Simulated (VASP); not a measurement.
A run of VASP 6.6.1 is set up as follows.

INCAR

```
SYSTEM = Ge
PREC     = Accurate       ! precision mode
ENCUT    = 520            ! plane-wave cutoff, eV
EDIFF    = 1E-6           ! SCF threshold, eV
ISMEAR   = 0              ! smearing method
SIGMA    = 0.1            ! smearing width, eV
LREAL    = .False.        ! projectors in reciprocal space
LASPH    = .True.         ! aspherical terms in the spheres
NELM     = 60             ! most SCF steps
ALGO     = Normal         ! electronic algorithm
ISIF     = 2              ! what is computed and relaxed
LWAVE    = .False.        ! write WAVECAR
LCHARG   = .False.        ! write CHGCAR
LDIPOL   = .True.       
IDIPOL   = 3            
DIPOL    = 0.5 0.5 0.399
GGA      = PE             ! functional
IVDW     = 12             ! dispersion correction
NBANDS   = 36             ! bands
```

The input KPOINTS:

```
regular mesh
0
Gamma
  9 9 1
  0 0 0
```

POSCAR

```
Ge
1.0
    4.0226895460      0.0000000000      0.0000000000
   -2.0113447730      3.4837513384      0.0000000000
    0.0000000000      0.0000000000     18.8685220369
Ge
4
Direct
    0.3333333333      0.6666666667      0.2747571330
    0.6666666667      0.3333333333      0.2384924474
    0.8888888889      0.1111111111      0.5601139303
    1.2222222222     -0.2222222222      0.5238492447
```

Potentials or basis: VASP PAW PBE potentials, release 64 (Ge_d).

The run is started by

```console
$ cat potpaw_PBE.64/Ge_d/POTCAR > POTCAR
$ mpirun -np 1 vasp_std > vasp.out
```

(1) What does it give for the largest force?

(2) Predict the band gap on the k mesh.

(3) Estimate the dispersion energy per atom.

Answers

(1) 0.089 eV/Å.

(2) 0.04 eV.

(3) -0.180 eV.

Caveat: the cell differs from its parent crystal (layers slid over each other).
